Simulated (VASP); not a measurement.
# Hf (P6_3/mmc) in VASP: notebook

The runs below take Hf through single point, with PBE.

Everything below comes from runs of VASP 6.6.1. Logs are shortened: lines on timing, memory, paths and dates and some standing lists are left out, and cuts for length are marked.

**1. The cell of the first run**

The structure is hexagonal, space group P6_3/mmc (No. 194). Conventional cell: a = 3.109 Å, b = 3.109 Å, c = 4.919 Å, α = 90.00°, β = 90.00°, γ = 120.00°. Hf (site symmetry -6m2) has 12 Hf at 3.04 to 3.11 Å within 4.0 Å.

**2. Single point, PBE**

INCAR

```
PREC = Accurate ; ENCUT = 520
EDIFF = 1E-6 ; ISMEAR = 1
SIGMA = 0.05 ; LREAL = F
LASPH = T ; NELM = 80
ALGO = Normal ; ISIF = 2
LWAVE = F ; LCHARG = F
GGA = PE ; NBANDS = 17
```

KPOINTS

```
regular mesh
0
Gamma
  12 12 7
```

POSCAR

```
Hf
1.0
    3.1090747008      0.0000000000      0.0000000000
   -1.5545373504      2.6925343583      0.0000000000
    0.0000000000      0.0000000000      4.9191597652
Hf
2
Direct
    0.3333333333      0.6666666667      0.2500000000
    0.6666666667      0.3333333333      0.7500000000
```

Potentials or basis: VASP PAW PBE potentials, release 64 (Hf_pv).

On the command line:

```sh
$ cat potpaw_PBE.64/Hf_pv/POTCAR > POTCAR
$ mpirun -np 1 vasp_std > vasp.out
```

OUTCAR:

```text
PREC = Accurate
   ENCUT = 520
   EDIFF = 1E-6
   ISMEAR = 1
   LREAL = F
   LASPH = T
   NELM = 80
   ISIF = 2
   GGA = PE

 ion  position               nearest neighbor table
   1  0.333  0.667  0.250-   2 3.04   2 3.04   2 3.04   2 3.04   2 3.04   2 3.04
   2  0.667  0.333  0.750-   1 3.04   1 3.04   1 3.04   1 3.04   1 3.04   1 3.04

  LATTYP: Found a hexagonal cell.
 ALAT       =     3.1090747008
 C/A-ratio  =     1.5821941377

  Lattice vectors:

 A1 = (   3.1090747008,   0.0000000000,   0.0000000000)
 A2 = (  -1.5545373504,   2.6925343583,   0.0000000000)
 A3 = (   0.0000000000,   0.0000000000,   4.9191597652)

Analysis of symmetry for initial positions (statically):
=====================================================================
 Subroutine PRICEL returns:
 Original cell was already a primitive cell.

 Routine SETGRP: Setting up the symmetry group for a
 hexagonal supercell.

 Subroutine GETGRP returns: Found 24 space group operations
 (whereof 12 operations were pure point group operations)
 out of a pool of 24 trial point group operations.

The static configuration has the point symmetry D_3d.
 The point group associated with its full space group is D_6h.

Analysis of symmetry for dynamics (positions and initial velocities):
=====================================================================
 Subroutine PRICEL returns:
 Original cell was already a primitive cell.

 Routine SETGRP: Setting up the symmetry group for a
 hexagonal supercell.

 Subroutine GETGRP returns: Found 24 space group operations
 (whereof 12 operations were pure point group operations)
 out of a pool of 24 trial point group operations.

The dynamic configuration has the point symmetry D_3d.
 The point group associated with its full space group is D_6h.

 Subroutine INISYM returns: Found 24 space group operations
 (whereof 12 operations are pure point group operations),
 and found     1 'primitive' translations

----------------------------------------------------------------------------------------

                                     Primitive cell

  volume of cell :      41.1797

  direct lattice vectors                    reciprocal lattice vectors
     3.109074701  0.000000000  0.000000000     0.321639104  0.185698652  0.000000000
    -1.554537350  2.692534358  0.000000000     0.000000000  0.371397303  0.000000000
     0.000000000  0.000000000  4.919159765     0.000000000  0.000000000  0.203286750

  length of vectors
     3.109074701  3.109071830  4.919159765     0.371396960  0.371397303  0.203286750

  position of ions in fractional coordinates (direct lattice)
     0.333333333  0.666666667  0.250000000
     0.666666667  0.333333333  0.750000000

  ion indices of the primitive-cell ions
   primitive index   ion index
                 1           1
                 2           2

----------------------------------------------------------------------------------------

 KPOINTS: regular mesh

Automatic generation of k-mesh.
 Grid dimensions read from file:
 generate k-points for:   12   12    7

 Generating k-lattice:

  Cartesian coordinates                     Fractional coordinates (reciprocal lattice)
     0.026803259  0.015474888  0.000000000     0.083333333  0.000000000  0.000000000
     0.000000000  0.030949775  0.000000000     0.000000000  0.083333333  0.000000000
     0.000000000  0.000000000  0.029040964     0.000000000  0.000000000  0.142857143

  Length of vectors
     0.030949747  0.030949775  0.029040964

  Shift w.r.t. Gamma in fractional coordinates (k-lattice)
     0.000000000  0.000000000  0.000000000

 Subroutine IBZKPT returns following result:
 ===========================================

 Found     76 irreducible k-points:

 Following reciprocal coordinates:
            Coordinates               Weight
  0.000000  0.000000  0.000000      1.000000
  0.083333  0.000000  0.000000      6.000000
  0.166667  0.000000  0.000000      6.000000
  0.250000  0.000000  0.000000      6.000000
  0.333333 -0.000000  0.000000      6.000000
  0.416667  0.000000  0.000000      6.000000
[... 16 lines left out ...]
  0.250000  0.000000  0.142857     12.000000
  0.333333 -0.000000  0.142857     12.000000
 [... further k-points ...]
   k-points           NKPTS =     76   k-points in BZ     NKDIM =     76   number of bands    NBANDS=     17
   number of dos      NEDOS =    301   number of ions     NIONS =      2
   total plane-waves  NPLWV =  23040
   dimension x,y,z NGX =    24 NGY =   24 NGZ =   40
   dimension x,y,z NGXF=    48 NGYF=   48 NGZF=   80
   ions per type =               2
   NGX,Y,Z   is equivalent  to a cutoff of  12.83, 12.83, 13.52 a.u.
   NGXF,Y,Z  is equivalent  to a cutoff of  25.67, 25.67, 27.04 a.u.
 SYSTEM =  unknown system
   PREC   = accura    normal or accurate (medium, high low for compatibility)
   ISTART =      0    job   : 0-new  1-cont  2-samecut
   ICHARG =      2    charge: 1-file 2-atom 10-const
   ISPIN  =      1    spin polarized calculation?
   LNONCOLLINEAR =      F non collinear calculations
   LSORBIT =      F    spin-orbit coupling
   LASPH  =      T    aspherical Exc in radial PAW
   ENCUT  =  520.0 eV  38.22 Ry    6.18 a.u.   5.78  5.78  9.15*2*pi/ulx,y,z
   NELM   =     80;   NELMIN=  2; NELMDL= -5     # of ELM steps
   EDIFF  = 0.1E-05   stopping-criterion for ELM
   LREAL  =      F    real-space projection
   EDIFFG = 0.1E-04   stopping-criterion for IOM
   NSW    =      0    number of steps for IOM
   IBRION =     -1    ionic relax: 0-MD 1-quasi-New 2-CG
   NFREE  =      0    steps in history (QN), initial steepest desc. (CG)
   ISIF   =      2    stress and relaxation
   ISYM   =      2    0-nonsym 1-usesym 2-fastsym
   POTIM  = 0.5000    time-step for ionic-motion
   TEBEG  =    0.0;   TEEND  =   0.0 temperature during run
   PSTRESS=    0.0 pullay stress
   NELECT =      20.0000    total number of electrons
   NUPDOWN=      -1.0000    fix difference up-down
   EMIN   =  10.00;   EMAX   =-10.00  energy-range for DOS
   EFERMI =   0.00;   METHOD = LEGACY
   ISMEAR =     1;   SIGMA  =   0.05  broadening in eV -4-tet -1-fermi 0-gaus
   EFERMI_NEDOS =   21; number of points for ismear=-14 and -15
   IALGO  =     38    algorithm
   IMIX   =      4    mixing-type and parameters
     AMIX     =   0.40;   BMIX     =  1.00
     AMIX_MAG =   1.60;   BMIX_MAG =  1.00
  volume/ion in A,a.u.               =      20.59       138.95
  Fermi-wavevector in a.u.,A,eV,Ry     =   1.286838  2.431770 22.530579  1.655951
  Thomas-Fermi vector in A             =   2.418888
   LORBIT       =      0    0 simple, 1 ext, 2 COOP (PROOUT), +10 PAW based schemes
   GGA     = PE    functional components
   LHFCALC =     F    Hartree Fock is set to
   AEXX    =    0.0000 exact exchange contribution
   IVDW    =     0    specifies the selected vdW correction
   LEPSILON=     F    determine dielectric tensor
   LRPA    =     F    only Hartree local field effects (RPA)
 non-spin polarized calculation
 Methfessel and Paxton  Order N= 1 SIGMA  =   0.05
  energy-cutoff  :      520.00
  volume of cell :       41.18
 maximum number of plane-waves:      1126
 NGX is ok and might be reduce to    24
   NGX = 11   NGY = 11   NGZ = 19

 number of electron      20.0000000 magnetization

 Free energy of the ion-electron system (eV)
  ---------------------------------------------------
  ext. energy  EPLUGINS =         0.00000000
  ---------------------------------------------------
  free energy    TOTEN  =       -19.72928836 eV

  energy without entropy =      -19.72970598  energy(sigma->0) =      -19.72942757

 E-fermi :   5.5277     XC(G=0): -11.6673

 val. band max:        5.5128282408   @ k =   0.0000   0.0000   0.4286
 cond. band min:       5.5604223371   @ k =   0.3333   0.3333   0.2857
 fundamental gap:      0.0475940963
 Fermi energy:         5.5276944434

 k-point     1 :       0.0000    0.0000    0.0000
  band No.  band energies     occupation
      1     -25.5288      2.00000
      2     -24.5576      2.00000
      3     -24.5576      2.00000
      4     -24.3925      2.00000
      5     -24.3925      2.00000
      6     -24.3891      2.00000
[... 9 lines left out ...]
     16       8.3269      0.00000
     17      11.2989      0.00000

 k-point     2 :       0.0833    0.0000    0.0000
  band No.  band energies     occupation
      1     -25.5053      2.00000
      2     -24.6089      2.00000
      3     -24.5747      2.00000
      4     -24.4467      2.00000
      5     -24.3999      2.00000
      6     -24.3991      2.00000
[... 9 lines left out ...]
     16       8.1042      0.00000
     17      11.4864      0.00000

 k-point     3 :       0.1667    0.0000    0.0000
  band No.  band energies     occupation
      1     -25.4377      2.00000
      2     -24.7488      2.00000
      3     -24.6197      2.00000
      4     -24.5901      2.00000
      5     -24.4324      2.00000
      6     -24.4184      2.00000
[... 9 lines left out ...]
     16       8.4395      0.00000
     17      11.8722      0.00000

 k-point     4 :       0.2500    0.0000    0.0000
  band No.  band energies     occupation
      1     -25.3354      2.00000
      2     -24.9393      2.00000
      3     -24.7758      2.00000
      4     -24.6783      2.00000
      5     -24.4865      2.00000
      6     -24.4471      2.00000
[... 9 lines left out ...]
     16       9.3938      0.00000
     17      12.2261      0.00000

 k-point     5 :       0.3333   -0.0000    0.0000
  band No.  band energies     occupation
      1     -25.2142      2.00000
      2     -25.1285      2.00000
      3     -24.9517      2.00000
      4     -24.7344      2.00000
      5     -24.5592      2.00000
      6     -24.4773      2.00000
[... 9 lines left out ...]
     16      10.5751      0.00000
     17      12.4619      0.00000

 k-point     6 :       0.4167    0.0000    0.0000
  band No.  band energies     occupation
      1     -25.2654      2.00000
      2     -25.1003      2.00000
      3     -25.0753      2.00000
      4     -24.7743      2.00000
      5     -24.6375      2.00000
      6     -24.5000      2.00000
[... 9 lines left out ...]
     16      11.7722      0.00000
     17      12.5838      0.00000

 k-point     7 :       0.5000    0.0000    0.0000
  band No.  band energies     occupation
      1     -25.3151      2.00000
      2     -25.1197      2.00000
      3     -25.0462      2.00000
      4     -24.7887      2.00000
      5     -24.6784      2.00000
      6     -24.5085      2.00000
[... 9 lines left out ...]
     16      12.6200      0.00000
     17      13.1464      0.00000

 k-point     8 :       0.0833    0.0833    0.0000
  band No.  band energies     occupation
      1     -25.4597      2.00000
      2     -24.6939      2.00000
      3     -24.6297      2.00000
      4     -24.5247      2.00000
      5     -24.4215      2.00000
      6     -24.4194      2.00000
[... 9 lines left out ...]
     16       8.3034      0.00000
     17      11.7044      0.00000
[... 203 lines left out ...]
      1     -25.1752      2.00000
      2     -25.0002      2.00000
      3     -25.0002      2.00000
      4     -24.8498      2.00000
      5     -24.8498      2.00000
      6     -24.8073      2.00000
[... 9 lines left out ...]
     16      11.8013      0.00000
     17      11.8267      0.00000

 k-point    20 :       0.0000    0.0000    0.1429
  band No.  band energies     occupation
      1     -25.4769      2.00000
      2     -24.5495      2.00000
      3     -24.5495      2.00000
      4     -24.4507      2.00000
      5     -24.4008      2.00000
      6     -24.4008      2.00000
[... 9 lines left out ...]
     16       8.6617      0.00000
     17      11.3949      0.00000

 k-point    21 :       0.0833    0.0000    0.1429
  band No.  band energies     occupation
      1     -25.4563      2.00000
      2     -24.5993      2.00000
      3     -24.5661      2.00000
      4     -24.4980      2.00000
      5     -24.4158      2.00000
      6     -24.4079      2.00000
[... 9 lines left out ...]
     16       8.5299      0.00000
     17      11.5491      0.00000

 k-point    22 :       0.1667    0.0000    0.1429
  band No.  band energies     occupation
      1     -25.3989      2.00000
      2     -24.7347      2.00000
      3     -24.6349      2.00000
      4     -24.6099      2.00000
      5     -24.4463      2.00000
      6     -24.4286      2.00000
[... 9 lines left out ...]
     16       8.5629      0.00000
     17      11.8515      0.00000

 k-point    23 :       0.2500    0.0000    0.1429
  band No.  band energies     occupation
      1     -25.3203      2.00000
      2     -24.9130      2.00000
      3     -24.8138      2.00000
      4     -24.6670      2.00000
      5     -24.4923      2.00000
      6     -24.4587      2.00000
[... 9 lines left out ...]
     16       9.3047      0.00000
     17      12.1154      0.00000

 k-point    24 :       0.3333   -0.0000    0.1429
  band No.  band energies     occupation
      1     -25.2717      2.00000
      2     -25.0552      2.00000
      3     -24.9721      2.00000
      4     -24.7219      2.00000
      5     -24.5534      2.00000
      6     -24.4903      2.00000
[... 9 lines left out ...]
     16      10.4037      0.00000
     17      12.2938      0.00000

 [... further k-points ...]
[... 5 lines left out ...]
  --------------------------------------------------------------------------------------
  -------------------------------------------------------------------------------------
  Total        2.8214959      2.8214890      2.8459962      0.0000000      0.0000000     -0.0000000
  in kB      109.7758144    109.7755441    110.7290457      0.0000000      0.0000000     -0.0000000
  external PRESSURE =     110.0934680 kB  Pullay stress =       0.0000000 kB

 VOLUME and BASIS-vectors are now :
 -----------------------------------------------------------------------------
  energy-cutoff  :      520.00
  volume of cell :       41.18
      direct lattice vectors                 reciprocal lattice vectors
     3.109074701  0.000000000  0.000000000     0.321639104  0.185698652  0.000000000
    -1.554537350  2.692534358  0.000000000     0.000000000  0.371397303  0.000000000
     0.000000000  0.000000000  4.919159765     0.000000000  0.000000000  0.203286750

 POSITION                                       TOTAL-FORCE (eV/Angst)
 -----------------------------------------------------------------------------------
     -0.00000      1.79502      1.22979         0.000000      0.000000      0.000000
      1.55454      0.89751      3.68937        -0.000000     -0.000000      0.000000
 -----------------------------------------------------------------------------------
    total drift:                               -0.000000      0.000000     -0.000000

  FREE ENERGIE OF THE ION-ELECTRON SYSTEM (eV)
  ---------------------------------------------------
  free  energy   TOTEN  =       -19.7292883629 eV

  energy  without entropy=      -19.7297059837  energy(sigma->0) =      -19.72942757
```

It took 14 s on 1 thread of Intel Xeon 6975P-C (Granite Rapids), shared host; peak memory 0.18 GiB.

What came out:

```
Free energy            : -19.7293 eV
Pressure               : 11.0 GPa
Band gap on the k mesh : zero (band 10 reaches 6.70 eV, above the bottom of band 11 at 5.22 eV)
```

Caveat: spin-orbit coupling is left out, which moves the levels of the heavy elements.

(Part 1 of 3 ends here.)
